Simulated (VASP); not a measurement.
# Fe (Pm-3m) in VASP: a series of runs

Fe is run at these levels: revPBE; tasks: single point.

Everything below comes from runs of VASP 6.6.1. Logs are shortened: lines on timing, memory, paths and dates and some standing lists are left out, and cuts for length are marked.

## (1) The cell of the first run

It takes space group Pm-3m (No. 221, cubic). The conventional cell has a = 2.342 Å, b = 2.342 Å, c = 2.342 Å, α = 90.00°, β = 90.00°, γ = 90.00°. Fe (site symmetry m-3m) has 6 Fe at 2.34 Å within 3.1 Å.

## (2) Single point, revPBE (volume scaled by 1.08)

Input file INCAR:

```
PREC = Accurate
ENCUT = 520
EDIFF = 1E-6
ISMEAR = -1
SIGMA = 0.1
LREAL = F
LASPH = T
NELM = 80
ALGO = Normal
ISIF = 2
LWAVE = F
LCHARG = F
GGA = RE
NBANDS = 10
```

Input file KPOINTS:

```
regular mesh
0
Gamma
  15 15 15
```

Input file POSCAR:

```
Fe
1.0
    2.3420307019      0.0000000000      0.0000000000
    0.0000000000      2.3420307019      0.0000000000
    0.0000000000      0.0000000000      2.3420307019
Fe
1
Direct
    0.0000000000      0.0000000000      0.0000000000
```

Potentials or basis: VASP PAW PBE potentials, release 64 (Fe).

The run is started by

```bash
> cat potpaw_PBE.64/Fe/POTCAR > POTCAR
> mpirun -np 1 vasp_std > vasp.out
```

OUTCAR:

```text
PREC = Accurate
   ENCUT = 520
   EDIFF = 1E-6
   ISMEAR = -1
   LREAL = F
   LASPH = T
   NELM = 80
   ISIF = 2
   GGA = RE

 ion  position               nearest neighbor table
   1  0.000  0.000  0.000-

  LATTYP: Found a simple cubic cell.
 ALAT       =     2.3420307019

  Lattice vectors:

 A1 = (   2.3420307019,   0.0000000000,   0.0000000000)
 A2 = (   0.0000000000,   2.3420307019,   0.0000000000)
 A3 = (   0.0000000000,   0.0000000000,   2.3420307019)

Analysis of symmetry for initial positions (statically):
=====================================================================
 Subroutine PRICEL returns:
 Original cell was already a primitive cell.

 Routine SETGRP: Setting up the symmetry group for a
 simple cubic supercell.

 Subroutine GETGRP returns: Found 48 space group operations
 (whereof 48 operations were pure point group operations)
 out of a pool of 48 trial point group operations.

The static configuration has the point symmetry O_h .

Analysis of symmetry for dynamics (positions and initial velocities):
=====================================================================
 Subroutine PRICEL returns:
 Original cell was already a primitive cell.

 Routine SETGRP: Setting up the symmetry group for a
 simple cubic supercell.

 Subroutine GETGRP returns: Found 48 space group operations
 (whereof 48 operations were pure point group operations)
 out of a pool of 48 trial point group operations.

The dynamic configuration has the point symmetry O_h .

 Subroutine INISYM returns: Found 48 space group operations
 (whereof 48 operations are pure point group operations),
 and found     1 'primitive' translations

----------------------------------------------------------------------------------------

                                     Primitive cell

  volume of cell :      12.8463

  direct lattice vectors                    reciprocal lattice vectors
     2.342030702  0.000000000  0.000000000     0.426979885  0.000000000  0.000000000
     0.000000000  2.342030702  0.000000000     0.000000000  0.426979885  0.000000000
     0.000000000  0.000000000  2.342030702     0.000000000  0.000000000  0.426979885

  length of vectors
     2.342030702  2.342030702  2.342030702     0.426979885  0.426979885  0.426979885

  position of ions in fractional coordinates (direct lattice)
     0.000000000  0.000000000  0.000000000

  ion indices of the primitive-cell ions
   primitive index   ion index
                 1           1
[... 71 lines left out ...]
   NELM   =     80;   NELMIN=  2; NELMDL= -5     # of ELM steps
   EDIFF  = 0.1E-05   stopping-criterion for ELM
   LREAL  =      F    real-space projection
   EDIFFG = 0.1E-04   stopping-criterion for IOM
   NSW    =      0    number of steps for IOM
   IBRION =     -1    ionic relax: 0-MD 1-quasi-New 2-CG
   NFREE  =      0    steps in history (QN), initial steepest desc. (CG)
   ISIF   =      2    stress and relaxation
   ISYM   =      2    0-nonsym 1-usesym 2-fastsym
   POTIM  = 0.5000    time-step for ionic-motion
   TEBEG  =    0.0;   TEEND  =   0.0 temperature during run
   PSTRESS=    0.0 pullay stress
   NELECT =       8.0000    total number of electrons
   NUPDOWN=      -1.0000    fix difference up-down
   EMIN   =  10.00;   EMAX   =-10.00  energy-range for DOS
   EFERMI =   0.00;   METHOD = LEGACY
   ISMEAR =    -1;   SIGMA  =   0.10  broadening in eV -4-tet -1-fermi 0-gaus
   EFERMI_NEDOS =   21; number of points for ismear=-14 and -15
   IALGO  =     38    algorithm
   IMIX   =      4    mixing-type and parameters
     AMIX     =   0.40;   BMIX     =  1.00
     AMIX_MAG =   1.60;   BMIX_MAG =  1.00
  volume/ion in A,a.u.               =      12.85        86.69
  Fermi-wavevector in a.u.,A,eV,Ry     =   1.398016  2.641868 26.591902  1.954450
  Thomas-Fermi vector in A             =   2.521216
   LORBIT       =      0    0 simple, 1 ext, 2 COOP (PROOUT), +10 PAW based schemes
   GGA     = RE    functional components
   LHFCALC =     F    Hartree Fock is set to
   AEXX    =    0.0000 exact exchange contribution
   IVDW    =     0    specifies the selected vdW correction
   LEPSILON=     F    determine dielectric tensor
   LRPA    =     F    only Hartree local field effects (RPA)
 non-spin polarized calculation
  energy-cutoff  :      520.00
  volume of cell :       12.85
 maximum number of plane-waves:       356
 NGX is ok and might be reduce to    18
   NGX =  9   NGY =  9   NGZ =  9

 number of electron       7.9999996 magnetization

 Free energy of the ion-electron system (eV)
  ---------------------------------------------------
  ext. energy  EPLUGINS =         0.00000000
  ---------------------------------------------------
  free energy    TOTEN  =        -6.71779231 eV

  energy without entropy =       -6.62839386  energy(sigma->0) =       -6.67309309

 E-fermi :   4.9245     XC(G=0): -12.3063

 val. band max:        4.9156653697   @ k =   0.4000   0.2667   0.2000
 cond. band min:       4.9317214474   @ k =   0.2667   0.0667   0.0000
 fundamental gap:      0.0160560777
 Fermi energy:         4.9245240420

 k-point     1 :       0.0000    0.0000    0.0000
  band No.  band energies     occupation
      1      -2.8015      2.00000
      2       1.6173      2.00000
      3       1.6173      2.00000
      4       5.7682      0.00043
      5       5.7682      0.00043
      6       5.7682      0.00043
      7      24.4372      0.00000
      8      24.4372      0.00000
      9      24.4372      0.00000
     10      28.2262      0.00000
[... 287 lines left out ...]
 k-point    24 :       0.3333    0.2000    0.0000
  band No.  band energies     occupation
      1       0.7724      2.00000
      2       2.3532      2.00000
      3       3.2684      2.00000
      4       4.8029      1.54298
      5       4.9918      0.67557
      6       5.4095      0.01554
      7      13.6876      0.00000
      8      20.7998      0.00000
      9      29.0251      0.00000
     10      30.0152      0.00000

 [... further k-points ...]
[... 5 lines left out ...]
  --------------------------------------------------------------------------------------
  -------------------------------------------------------------------------------------
  Total       -1.0456080     -1.0456080     -1.0456080     -0.0000000     -0.0000000      0.0000000
  in kB     -130.4072418   -130.4072418   -130.4072418     -0.0000000     -0.0000000      0.0000000
  external PRESSURE =    -130.4072418 kB  Pullay stress =       0.0000000 kB

 VOLUME and BASIS-vectors are now :
 -----------------------------------------------------------------------------
  energy-cutoff  :      520.00
  volume of cell :       12.85
      direct lattice vectors                 reciprocal lattice vectors
     2.342030702  0.000000000  0.000000000     0.426979885  0.000000000  0.000000000
     0.000000000  2.342030702  0.000000000     0.000000000  0.426979885  0.000000000
     0.000000000  0.000000000  2.342030702     0.000000000  0.000000000  0.426979885

 POSITION                                       TOTAL-FORCE (eV/Angst)
 -----------------------------------------------------------------------------------
      0.00000      0.00000      0.00000         0.000000      0.000000      0.000000
 -----------------------------------------------------------------------------------
    total drift:                                0.000000      0.000000      0.000000

  FREE ENERGIE OF THE ION-ELECTRON SYSTEM (eV)
  ---------------------------------------------------
  free  energy   TOTEN  =        -6.7177923132 eV

  energy  without entropy=       -6.6283938593  energy(sigma->0) =       -6.67309309
```

Run time: 8.2 s. Hardware: 1 thread of Intel Xeon Platinum 8488C (Sapphire Rapids), shared host; peak memory 0.13 GiB.

Results:

```
Free energy            : -6.7178 eV
Pressure               : -13.0 GPa
Band gap on the k mesh : zero (band 4 reaches 6.69 eV, above the bottom of band 5 at 4.35 eV)
```

Caveat: the PAW data sets were made with another functional, which shifts forces and pressure a little; the run has no spin polarisation, though such a crystal can be magnetic. Spin polarisation is off, so any magnetic state and its effect on volume and gap are missing.

## (3) Single point, revPBE (volume scaled by 1.12)

Input file INCAR:

```
SYSTEM = Fe
ALGO     = Normal         ! electronic algorithm
EDIFF    = 1E-6           ! SCF threshold, eV
ENCUT    = 520            ! plane-wave cutoff, eV
GGA      = RE             ! functional
ISIF     = 2              ! what is computed and relaxed
ISMEAR   = -1             ! smearing method
LASPH    = .TRUE.         ! aspherical terms in the spheres
LCHARG   = .FALSE.        ! write CHGCAR
LREAL    = .FALSE.        ! projectors in reciprocal space
LWAVE    = .FALSE.        ! write WAVECAR
NBANDS   = 10             ! bands
NELM     = 100            ! most SCF steps
PREC     = Accurate       ! precision mode
SIGMA    = 0.1            ! smearing width, eV
```

Input file KPOINTS:

```
k-points
0
G
  15 15 15
  0 0 0
```

Input file POSCAR:

```
Fe
1.0
    2.3705948671      0.0000000000      0.0000000000
    0.0000000000      2.3705948671      0.0000000000
    0.0000000000      0.0000000000      2.3705948671
Fe
1
Direct
    0.0000000000      0.0000000000      0.0000000000
```

Potentials or basis: VASP PAW PBE potentials, release 64 (Fe).

The run is started by

```bash
> cat potpaw_PBE.64/Fe/POTCAR > POTCAR
> mpirun -np 1 vasp_std > vasp.out
```

OUTCAR:

```text
SYSTEM = Fe
   EDIFF = 1E-6
   ENCUT = 520
   GGA = RE
   ISIF = 2
   ISMEAR = -1
   LASPH = .TRUE.
   LREAL = .FALSE.
   NELM = 100
   PREC = Accurate

 ion  position               nearest neighbor table
   1  0.000  0.000  0.000-

  LATTYP: Found a simple cubic cell.
 ALAT       =     2.3705948671

  Lattice vectors:

 A1 = (   2.3705948671,   0.0000000000,   0.0000000000)
 A2 = (   0.0000000000,   2.3705948671,   0.0000000000)
 A3 = (   0.0000000000,   0.0000000000,   2.3705948671)

[... 481 lines left out ...]
      2       2.1420      2.00000
      3       3.0086      2.00000
      4       4.4740      1.50888
      5       4.6485      0.69834
      6       5.0475      0.01966
      7      13.0923      0.00000
      8      20.0789      0.00000
      9      28.1480      0.00000
     10      29.0893      0.00000

 [... further k-points ...]
[... 5 lines left out ...]
  --------------------------------------------------------------------------------------
  -------------------------------------------------------------------------------------
  Total       -1.4422366     -1.4422366     -1.4422366      0.0000000      0.0000000     -0.0000000
  in kB     -173.4503126   -173.4503126   -173.4503126      0.0000000      0.0000000     -0.0000000
  external PRESSURE =    -173.4503126 kB  Pullay stress =       0.0000000 kB

 VOLUME and BASIS-vectors are now :
 -----------------------------------------------------------------------------
  energy-cutoff  :      520.00
  volume of cell :       13.32
      direct lattice vectors                 reciprocal lattice vectors
     2.370594867  0.000000000  0.000000000     0.421835048  0.000000000  0.000000000
     0.000000000  2.370594867  0.000000000     0.000000000  0.421835048  0.000000000
     0.000000000  0.000000000  2.370594867     0.000000000  0.000000000  0.421835048

 POSITION                                       TOTAL-FORCE (eV/Angst)
 -----------------------------------------------------------------------------------
      0.00000      0.00000      0.00000         0.000000      0.000000      0.000000
 -----------------------------------------------------------------------------------
    total drift:                                0.000000      0.000000      0.000000

  FREE ENERGIE OF THE ION-ELECTRON SYSTEM (eV)
  ---------------------------------------------------
  free  energy   TOTEN  =        -6.6724046219 eV

  energy  without entropy=       -6.5779948388  energy(sigma->0) =       -6.62519973
```

stdout:

```text
POSCAR found type information on POSCAR Fe
 POSCAR found :  1 types and       1 ions
 scaLAPACK will be used
 -----------------------------------------------------------------------------
|                                                                             |
|                                                                             |
|     You enforced a specific xc type in the INCAR file but a different       |
|     I HOPE YOU KNOW WHAT YOU ARE DOING!                                     |
|                                                                             |
 -----------------------------------------------------------------------------

 LDA part: xc-table for (Slater+PW92), standard interpolation
 POSCAR, INCAR and KPOINTS ok, starting setup
 FFT: planning ... GRIDC
 FFT: planning ... GRID_SOFT
 FFT: planning ... GRID
 WAVECAR not read
 entering main loop
```

Run time: 8 s. Hardware: 1 thread of Intel Xeon Platinum 8488C (Sapphire Rapids), shared host; peak memory 0.13 GiB.

Results:

* Free energy: -6.6724 eV
* Pressure: -17.3 GPa
* Band gap on the k mesh: zero (band 4 reaches 6.26 eV, above the bottom of band 5 at 4.04 eV)

Caveat: the PAW data sets were made with another functional, which shifts forces and pressure a little; the run has no spin polarisation, though such a crystal can be magnetic. Spin polarisation is off, so any magnetic state and its effect on volume and gap are missing.
